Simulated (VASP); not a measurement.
Lu, 1 atom in the cell. Symmetry: Pm-3m, No. 221, cubic system. Conventional cell: a = 3.234 Å, b = 3.234 Å, c = 3.234 Å, α = 90.00°, β = 90.00°, γ = 90.00°. Within 4.3 Å of Lu (site symmetry m-3m) lie 6 Lu at 3.23 Å. The cell was generated, and may not be a known phase.

* Program: VASP 6.6.1
* Task: relaxation of cell and atoms
* Functional: PBE
* Potentials or basis: VASP PAW PBE potentials, release 64 (Lu)
* Cutoff: 600 eV
* k mesh: 18 × 18 × 18
* Occupations: gaussian, width 0.1 eV
* Spin: no spin polarisation
* Dipole correction: no
* Further INCAR settings: ALGO = Fast; EDIFF = 1e-06; IBRION = 2; EDIFFG = -0.01; NSW = 100; ISIF = 3

Potentials or basis: VASP PAW PBE potentials, release 64 (Lu).

Launch:

```console
$ cat potpaw_PBE.64/Lu/POTCAR > POTCAR
$ mpirun -np 1 vasp_std > vasp.out
```

Hardware: 1 thread of Intel(R) Xeon(R) Platinum 8488C (Sapphire Rapids), on a shared host.

Question: How long does it take, and how much memory?

Answer: It took 44 min on 1 thread of Intel(R) Xeon(R) Platinum 8488C (Sapphire Rapids), with other jobs on the host, peak memory 0.43 GiB. Counts: scf iterations 452, k points 220, ion steps 12.
